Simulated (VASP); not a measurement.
A run of VASP 6.6.1 is set up as follows.

Contents of INCAR:

```
  PREC = Accurate
  ENCUT = 520
  EDIFF = 1E-7
  ISMEAR = 0
  SIGMA = 0.15
  LREAL = F
  LASPH = T
  NELM = 80
  ALGO = Fast
  ISIF = 2
  LWAVE = F
  LCHARG = F
  GGA = PE
  IVDW = 12
  NBANDS = 14
```

The input KPOINTS:

```
regular mesh
0
Gamma
  18 18 18
```

The input POSCAR:

```
Bi
1.0
   -1.9609192799      1.9609192799      2.1130866160
    1.9609192799     -1.9609192799      2.1130866160
    1.9609192799      1.9609192799     -2.1130866160
Bi
1
Direct
    0.0000000000      0.0000000000      0.0000000000
```

Potentials or basis: VASP PAW PBE potentials, release 64 (Bi_d).

The run is started by

```bash
$ cat potpaw_PBE.64/Bi_d/POTCAR > POTCAR
$ mpirun -np 1 vasp_std > vasp.out
```

(1) Predict the band gap on the k mesh.

(2) What does it give for the dispersion energy per atom?

(3) Estimate the pressure.

## Answers

(1) zero (an odd number of electrons rules out a gap without spin polarisation).

(2) -0.485 eV.

(3) -3.7 GPa.

Caveat: the cell stands under tension; spin-orbit coupling is left out, which moves the levels of the heavy elements.
